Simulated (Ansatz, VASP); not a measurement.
One calculation of CdS4, two programs

```
Cd S
1.0
     5.42240    0.00000    0.00000
    -2.71120    4.69594    0.00000
     0.00000    0.00000    4.97924
Cd S
1 4
Direct
  0.00000 0.00000 0.00000
  0.50000 0.00000 0.00000
  0.00000 0.50000 0.00000
  0.50000 0.50000 0.00000
  0.00000 0.00000 0.50000
```

Alike in both runs: functional PBE; k mesh 6 × 6 × 2; occupations gaussian, width 0.1 eV; no spin polarisation.

Ansatz relaxed the structure, and its values are those at the end. VASP's run is a single point on that final structure, the one shown.

```csv
,VASP,Ansatz
version,VASP 6.6.1,Ansatz 0.2.0
potentials or method,"VASP PAW PBE potentials, release 64 (Cd, S), cutoff 520 eV","scalar-relativistic, plane waves, PAW"
valence electrons in the cell,36,44
```

VASP gave:

```
gap on the k mesh at the Fermi level (eV) : none
pressure (GPa)                            : 0.2
```

Problem. Which values does Ansatz return?

Solution. gap on the k mesh at the Fermi level (eV): none; pressure (GPa): 0.0.

A gap of «none» marks a metal or a gap that the smearing closes. VASP's potentials hold 36 valence electrons a cell and Ansatz's 44, so a difference there can come from the potentials and not from the codes.

The k mesh is coarse, so the values compare programs but aren't converged.
